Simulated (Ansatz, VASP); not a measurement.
**Sn in VASP and in Ansatz**

```
Sn
1.0
     0.00000    3.28831    3.28831
     3.28831    0.00000    3.28831
     3.28831    3.28831    0.00000
Sn
2
Direct
  0.50000 0.50000 0.50000
  0.75000 0.75000 0.75000
```

Change from the starting cell: volume scaled by 1.04, crystal datasets.

Alike in both runs: task electric field gradients; functional LDA; k mesh 9 × 9 × 9; occupations fermi-dirac, width 0.03 eV; no spin polarisation.

```csv
,VASP,Ansatz
version,VASP 6.6.1,Ansatz 0.2.0
potentials or method,"VASP PAW LDA potentials, release 64 (Sn_d), cutoff 520 eV","all-electron PAW with datasets made for the crystal, scalar-relativistic"
```

|  | VASP | Ansatz | Ansatz less VASP |
| --- | --- | --- | --- |
| pressure (GPa) | -1.9 | -1.9 | +0.02 |

LDA's correlation is that of Perdew and Zunger in VASP and of Perdew and Wang (1992) in Ansatz. Ansatz ran all-electron here, and VASP with PAW potentials.
